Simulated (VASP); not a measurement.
# NaAg2H3 (Cmmm) in VASP: notebook

The runs below take NaAg2H3 through single point, relaxation of cell and atoms, with PBEsol.

Program: VASP 6.6.1. These are calculated values, not measurements. Logs are shortened: lines on timing, memory, paths and dates and some standing lists are left out, and cuts for length are marked.

## Step 1: The cell of the first run

The structure is orthorhombic, space group Cmmm (No. 65). Conventional cell: a = 5.222 Å, b = 9.436 Å, c = 3.101 Å, α = 90.00°, β = 90.00°, γ = 90.00°. Within 2.9 Å of Na (site symmetry mmm) lie 2 H at 2.20 Å. Within 2.7 Å of Ag (site symmetry 2/m) lie 6 H at 2.03 to 2.70 Å and 2 Ag at 2.61 Å. H (site symmetry m2m) has 4 Ag at 2.03 Å and 1 Na at 2.20 Å and 2 H at 2.63 Å within 2.7 Å. H (site symmetry mmm) has 4 Ag at 2.70 Å and 6 H at 2.96 to 3.10 Å and 4 Na at 3.04 Å within 3.6 Å.

## Step 2: Single point, PBEsol

INCAR reads:

```
PREC     = Accurate       # precision mode
ENCUT    = 520            # plane-wave cutoff, eV
EDIFF    = 1E-6           # SCF threshold, eV
ISMEAR   = -1             # smearing method
SIGMA    = 0.03           # smearing width, eV
LREAL    = False          # projectors in reciprocal space
LASPH    = True           # aspherical terms in the spheres
NELM     = 80             # most SCF steps
ALGO     = Normal         # electronic algorithm
ISIF     = 2              # what is computed and relaxed
LWAVE    = False          # write WAVECAR
LCHARG   = True           # write CHGCAR
GGA      = PS             # functional
LELF     = True           # ELF
LVHAR    = True         
NBANDS   = 25             # bands
```

KPOINTS reads:

```
regular mesh
0
Gamma
  6 6 6
```

POSCAR reads:

```
NaAg2H3
1.0
    2.6112158772     -4.7177621567      0.0000000000
    2.6112158772      4.7177621567      0.0000000000
    0.0000000000      0.0000000000      3.1011547511
Na Ag H
1 2 3
Direct
    0.5000000000      0.5000000000      0.0000000000
    0.0000000000      0.5000000000      0.5000000000
    0.5000000000      0.0000000000      0.5000000000
    0.2668473276      0.7331526724      0.0000000000
    0.7331526724      0.2668473276      0.0000000000
    0.0000000000      0.0000000000      0.5000000000
```

Potentials or basis: VASP PAW PBE potentials, release 64 (Na_pv, Ag, H).

Launch:

```
$ cat potpaw_PBE.64/Na_pv/POTCAR potpaw_PBE.64/Ag/POTCAR potpaw_PBE.64/H/POTCAR > POTCAR
$ mpirun -np 1 vasp_std > vasp.out
```

OUTCAR:

```text
PREC = Accurate
   ENCUT = 520
   EDIFF = 1E-6
   ISMEAR = -1
   LREAL = False
   LASPH = True
   NELM = 80
   ISIF = 2
   GGA = PS

 ion  position               nearest neighbor table
   1  0.500  0.500  0.000-   2 3.11   3 3.11   2 3.11   3 3.11   3 3.11   3 3.11   2 3.11   2 3.11

   2  0.000  0.500  0.500-   4 2.03   5 2.03   4 2.03   5 2.03   3 2.61   3 2.61   1 3.11   1 3.11
                             1 3.11   1 3.11
   3  0.500  0.000  0.500-   4 2.03   5 2.03   4 2.03   5 2.03   2 2.61   2 2.61   1 3.11   1 3.11
                             1 3.11   1 3.11
   4  0.267  0.733  0.000-   2 2.03   3 2.03   2 2.03   3 2.03
   5  0.733  0.267  0.000-   2 2.03   3 2.03   2 2.03   3 2.03
   6  0.000  0.000  0.500-

  LATTYP: Found a base centered orthorhombic cell.
 ALAT       =     5.2224317544
 B/A-ratio  =     1.8067300363
 C/A-ratio  =     0.5938143181

  Lattice vectors:

 A1 = (   2.6112158772,  -4.7177621567,   0.0000000000)
 A2 = (   2.6112158772,   4.7177621567,   0.0000000000)
 A3 = (   0.0000000000,   0.0000000000,   3.1011547511)

Analysis of symmetry for initial positions (statically):
=====================================================================
 Subroutine PRICEL returns:
 Original cell was already a primitive cell.

 Routine SETGRP: Setting up the symmetry group for a
 base centered orthorhombic supercell.

 Subroutine GETGRP returns: Found  8 space group operations
 (whereof  8 operations were pure point group operations)
 out of a pool of  8 trial point group operations.

The static configuration has the point symmetry D_2h.

Analysis of symmetry for dynamics (positions and initial velocities):
=====================================================================
 Subroutine PRICEL returns:
 Original cell was already a primitive cell.

 Routine SETGRP: Setting up the symmetry group for a
 base centered orthorhombic supercell.

 Subroutine GETGRP returns: Found  8 space group operations
 (whereof  8 operations were pure point group operations)
 out of a pool of  8 trial point group operations.

The dynamic configuration has the point symmetry D_2h.

 Subroutine INISYM returns: Found  8 space group operations
 (whereof  8 operations are pure point group operations),
 and found     1 'primitive' translations

----------------------------------------------------------------------------------------

                                     Primitive cell

  volume of cell :      76.4068

  direct lattice vectors                    reciprocal lattice vectors
     2.611215877 -4.717762157  0.000000000     0.191481679 -0.105982452  0.000000000
     2.611215877  4.717762157  0.000000000     0.191481679  0.105982452  0.000000000
     0.000000000  0.000000000  3.101154751     0.000000000  0.000000000  0.322460529

  length of vectors
     5.392191403  5.392191403  3.101154751     0.218855005  0.218855005  0.322460529

  position of ions in fractional coordinates (direct lattice)
     0.500000000  0.500000000  0.000000000
     0.000000000  0.500000000  0.500000000
     0.500000000  0.000000000  0.500000000
     0.266847328  0.733152672  0.000000000
     0.733152672  0.266847328  0.000000000
     0.000000000  0.000000000  0.500000000

  ion indices of the primitive-cell ions
   primitive index   ion index
                 1           1
                 2           2
                 3           3
                 4           4
                 5           5
                 6           6

----------------------------------------------------------------------------------------

 KPOINTS: regular mesh

Automatic generation of k-mesh.
 Grid dimensions read from file:
 generate k-points for:    6    6    6

 Generating k-lattice:

  Cartesian coordinates                     Fractional coordinates (reciprocal lattice)
     0.031913613 -0.017663742  0.000000000     0.166666667  0.000000000  0.000000000
     0.031913613  0.017663742  0.000000000     0.000000000  0.166666667  0.000000000
     0.000000000  0.000000000  0.053743421     0.000000000  0.000000000  0.166666667

  Length of vectors
     0.036475834  0.036475834  0.053743421

  Shift w.r.t. Gamma in fractional coordinates (k-lattice)
     0.000000000  0.000000000  0.000000000

 Subroutine IBZKPT returns following result:
 ===========================================

 Found     52 irreducible k-points:

 Following reciprocal coordinates:
            Coordinates               Weight
  0.000000  0.000000  0.000000      1.000000
  0.166667  0.000000  0.000000      4.000000
  0.333333  0.000000  0.000000      4.000000
  0.500000  0.000000  0.000000      2.000000
  0.166667  0.166667  0.000000      2.000000
  0.333333  0.166667  0.000000      4.000000
[... 16 lines left out ...]
  0.333333  0.333333  0.166667      4.000000
  0.500000  0.333333  0.166667      8.000000
 [... further k-points ...]
   k-points           NKPTS =     52   k-points in BZ     NKDIM =     52   number of bands    NBANDS=     25
   number of dos      NEDOS =    301   number of ions     NIONS =      6
   total plane-waves  NPLWV =  38400
   dimension x,y,z NGX =    40 NGY =   40 NGZ =   24
   dimension x,y,z NGXF=    80 NGYF=   80 NGZF=   48
   ions per type =               1   2   3
   NGX,Y,Z   is equivalent  to a cutoff of  12.33, 12.33, 12.87 a.u.
   NGXF,Y,Z  is equivalent  to a cutoff of  24.66, 24.66, 25.73 a.u.
 SYSTEM =  unknown system
   PREC   = accura    normal or accurate (medium, high low for compatibility)
   ISTART =      0    job   : 0-new  1-cont  2-samecut
   ICHARG =      2    charge: 1-file 2-atom 10-const
   ISPIN  =      1    spin polarized calculation?
   LNONCOLLINEAR =      F non collinear calculations
   LSORBIT =      F    spin-orbit coupling
   LASPH  =      T    aspherical Exc in radial PAW
   ENCUT  =  520.0 eV  38.22 Ry    6.18 a.u.  10.03 10.03  5.77*2*pi/ulx,y,z
   NELM   =     80;   NELMIN=  2; NELMDL= -5     # of ELM steps
   EDIFF  = 0.1E-05   stopping-criterion for ELM
   LREAL  =      F    real-space projection
   EDIFFG = 0.1E-04   stopping-criterion for IOM
   NSW    =      0    number of steps for IOM
   IBRION =     -1    ionic relax: 0-MD 1-quasi-New 2-CG
   NFREE  =      0    steps in history (QN), initial steepest desc. (CG)
   ISIF   =      2    stress and relaxation
   ISYM   =      2    0-nonsym 1-usesym 2-fastsym
   POTIM  = 0.5000    time-step for ionic-motion
   TEBEG  =    0.0;   TEEND  =   0.0 temperature during run
   PSTRESS=    0.0 pullay stress
   NELECT =      32.0000    total number of electrons
   NUPDOWN=      -1.0000    fix difference up-down
   EMIN   =  10.00;   EMAX   =-10.00  energy-range for DOS
   EFERMI =   0.00;   METHOD = LEGACY
   ISMEAR =    -1;   SIGMA  =   0.03  broadening in eV -4-tet -1-fermi 0-gaus
   EFERMI_NEDOS =   21; number of points for ismear=-14 and -15
   IALGO  =     38    algorithm
   IMIX   =      4    mixing-type and parameters
     AMIX     =   0.40;   BMIX     =  1.00
     AMIX_MAG =   1.60;   BMIX_MAG =  1.00
  volume/ion in A,a.u.               =      12.73        85.94
  Fermi-wavevector in a.u.,A,eV,Ry     =   1.224844  2.314619 20.412039  1.500243
  Thomas-Fermi vector in A             =   2.359904
   LORBIT       =      0    0 simple, 1 ext, 2 COOP (PROOUT), +10 PAW based schemes
   GGA     = PS    functional components
   LHFCALC =     F    Hartree Fock is set to
   AEXX    =    0.0000 exact exchange contribution
   IVDW    =     0    specifies the selected vdW correction
   LEPSILON=     F    determine dielectric tensor
   LRPA    =     F    only Hartree local field effects (RPA)
 non-spin polarized calculation
  energy-cutoff  :      520.00
  volume of cell :       76.41
 maximum number of plane-waves:      2084
   NGX = 21   NGY = 21   NGZ = 11

 number of electron      32.0000008 magnetization

 Free energy of the ion-electron system (eV)
  ---------------------------------------------------
  ext. energy  EPLUGINS =         0.00000000
  ---------------------------------------------------
  free energy    TOTEN  =       -16.06936442 eV

  energy without entropy =      -16.06860244  energy(sigma->0) =      -16.06898343

 E-fermi :   4.1205     XC(G=0):  -9.8762

 val. band max:        4.0738906788   @ k =   0.3333   0.1667   0.5000
 cond. band min:       4.3682870928   @ k =   0.3333   0.0000   0.5000
 fundamental gap:      0.2943964141
 Fermi energy:         4.1205115398

 k-point     1 :       0.0000    0.0000    0.0000
  band No.  band energies     occupation
      1     -20.3863      2.00000
      2     -20.3710      2.00000
      3     -20.3557      2.00000
      4      -5.2959      2.00000
      5      -2.6896      2.00000
      6      -2.0970      2.00000
[... 17 lines left out ...]
     24      15.1206      0.00000
     25      18.2327      0.00000

 k-point     2 :       0.1667    0.0000    0.0000
  band No.  band energies     occupation
      1     -20.3867      2.00000
      2     -20.3710      2.00000
      3     -20.3559      2.00000
      4      -5.1106      2.00000
      5      -2.5602      2.00000
      6      -2.0298      2.00000
[... 17 lines left out ...]
     24      15.0134      0.00000
     25      16.8099      0.00000

 k-point     3 :       0.3333    0.0000    0.0000
  band No.  band energies     occupation
      1     -20.3874      2.00000
      2     -20.3711      2.00000
      3     -20.3563      2.00000
      4      -4.5820      2.00000
      5      -2.8704      2.00000
      6      -2.1931      2.00000
[... 552 lines left out ...]
 k-point    23 :       0.3333    0.3333    0.1667
  band No.  band energies     occupation
      1     -20.4006      2.00000
      2     -20.3843      2.00000
      3     -20.3530      2.00000
      4      -4.0753      2.00000
      5      -3.2360      2.00000
      6      -2.0688      2.00000
[... 17 lines left out ...]
     24      14.3730      0.00000
     25      15.0789      0.00000

 k-point    24 :       0.5000    0.3333    0.1667
  band No.  band energies     occupation
      1     -20.4006      2.00000
      2     -20.3845      2.00000
      3     -20.3529      2.00000
      4      -4.5029      2.00000
      5      -3.0148      2.00000
      6      -2.4398      2.00000
[... 17 lines left out ...]
     24      13.5379      0.00000
     25      14.6053      0.00000

 [... further k-points ...]

------------------------ aborting loop because EDIFF is reached ----------------------------------------

  FORCE on cell =-STRESS in cart. coord.  units (eV):
  Direction    XX          YY          ZZ          XY          YZ          ZX
  --------------------------------------------------------------------------------------
  -------------------------------------------------------------------------------------
  Total       -0.1120004     -0.0130720     -0.0615155      0.0000000      0.0000000      0.0000000
  in kB       -2.3485388     -0.2741079     -1.2899202      0.0000000      0.0000000      0.0000000
  external PRESSURE =      -1.3041890 kB  Pullay stress =       0.0000000 kB

 VOLUME and BASIS-vectors are now :
 -----------------------------------------------------------------------------
  energy-cutoff  :      520.00
  volume of cell :       76.41
      direct lattice vectors                 reciprocal lattice vectors
     2.611215877 -4.717762157  0.000000000     0.191481679 -0.105982452  0.000000000
     2.611215877  4.717762157  0.000000000     0.191481679  0.105982452  0.000000000
     0.000000000  0.000000000  3.101154751     0.000000000  0.000000000  0.322460529

 POSITION                                       TOTAL-FORCE (eV/Angst)
 -----------------------------------------------------------------------------------
      2.61122      0.00000      0.00000         0.000000      0.000000     -0.000000
      1.30561      2.35888      1.55058         0.000000      0.000000     -0.000000
      1.30561     -2.35888      1.55058        -0.000000     -0.000000     -0.000000
      2.61122      2.19992      0.00000         0.000000      0.003739      0.000000
      2.61122     -2.19992      0.00000         0.000000     -0.003739     -0.000000
      0.00000      0.00000      1.55058        -0.000000      0.000000     -0.000000
 -----------------------------------------------------------------------------------
    total drift:                               -0.000000      0.000000     -0.000000

  FREE ENERGIE OF THE ION-ELECTRON SYSTEM (eV)
  ---------------------------------------------------
  free  energy   TOTEN  =       -16.0693644222 eV

  energy  without entropy=      -16.0686024422  energy(sigma->0) =      -16.06898343
```

Run time: 80 s. Hardware: 1 thread of Intel Xeon 6975P-C (Granite Rapids), shared host; peak memory 0.24 GiB.

What came out:

| Property | Result |
| --- | --- |
| Free energy | -16.0694 eV |
| Pressure | -0.1 GPa |
| Largest force | 0.004 eV/Å |
| Band gap on the k mesh | zero (band 16 reaches 6.15 eV, above the bottom of band 17 at 3.77 eV) |

Forces in eV/Å, atoms in the order of the input:
```
Na   0.000  0.000  0.000
Ag   0.000  0.000  0.000
Ag   0.000  0.000  0.000
H    0.000  0.004  0.000
H    0.000 -0.004  0.000
H    0.000  0.000  0.000
```

Caveat: the PAW data sets were made with another functional, which shifts forces and pressure a little.

(Part 1 of 2 ends here.)
